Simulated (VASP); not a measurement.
Wanted: the native input for a VASP 6.6.1 run.

* Task: single point
* Functional: PBE
* Potentials or basis: VASP PAW PBE potentials, release 64 (Cd)
* Cutoff: 520 eV
* k mesh: 17 × 17 × 8
* Occupations: fermi-dirac, width 0.1 eV
* Spin: no spin polarisation
* Dipole correction: no
* Further INCAR settings: ALGO = Normal; EDIFF = 1e-06; NBANDS = 19

The structure of Cd lies in POSCAR:

```
Cd
1.0
    3.0007103730      0.0000000000      0.0000000000
   -1.5003551865      2.5986914124      0.0000000000
    0.0000000000      0.0000000000      5.9261569577
Cd
2
Direct
    0.3333333333      0.6666666667      0.2500000000
    0.6666666667      0.3333333333      0.7500000000
```

The input as run:

INCAR

```
PREC = Accurate
ENCUT = 520
EDIFF = 1E-6
ISMEAR = -1
SIGMA = 0.1
LREAL = False
LASPH = True
NELM = 100
ALGO = Normal
ISIF = 2
LWAVE = False
LCHARG = True
GGA = PE
LELF = True
LVHAR = True
NBANDS = 19
```

KPOINTS

```
Automatic mesh
0
Gamma
  17 17 8
```

Potentials or basis: VASP PAW PBE potentials, release 64 (Cd).

Command:

```bash
$ cat potpaw_PBE.64/Cd/POTCAR > POTCAR
$ mpirun -np 1 vasp_std > vasp.out
```

It gave:

```yaml
Pressure: 0.4 GPa
Band_gap_on_the_k_mesh: zero (band 12 reaches 3.83 eV, above the bottom of band 13 at -0.36 eV)
```

Run time: 68 s on 1 thread of Intel(R) Xeon(R) Platinum 8259CL CPU @ 2.50GHz (Skylake/Cascade Lake), on a shared host, peak memory 0.25 GiB.
